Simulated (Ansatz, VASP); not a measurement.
**NaCl: VASP beside Ansatz**

```xyz
2
Lattice="0.0000 3.0873 3.0873 3.0873 0.0000 3.0873 3.0873 3.0873 0.0000" Properties=species:S:1:pos:R:3 pbc="T T T"
Na    0.0000    0.0000    0.0000
Cl    1.5436    1.5436    1.5436
```

Alike in both runs: task single point; functional HSE06; k mesh 6 × 6 × 6; no spin polarisation.

```csv
,VASP,Ansatz
version,VASP 6.6.1,Ansatz 0.2.0
potentials or method,"VASP PAW PBE potentials, release 64 (Na_pv, Cl)","plane waves, PAW"
plane-wave cutoff (eV),400,420
occupations,"gaussian, width 0.01 eV",fixed
valence electrons in the cell,14,16
```

Ansatz gave:

| Property | Result |
| --- | --- |
| gap on the k mesh at the Fermi level (eV) | 6.25 |
| pressure (GPa) | 0.4 |

Q: What did VASP give for the same quantities?

A: gap on the k mesh at the Fermi level (eV): 6.24; pressure (GPa): 0.3.

VASP's potentials hold 14 valence electrons a cell and Ansatz's 16, so a difference there can come from the potentials and not from the codes. Ansatz's warnings: stress exchange threshold loose, stress scf threshold loose.
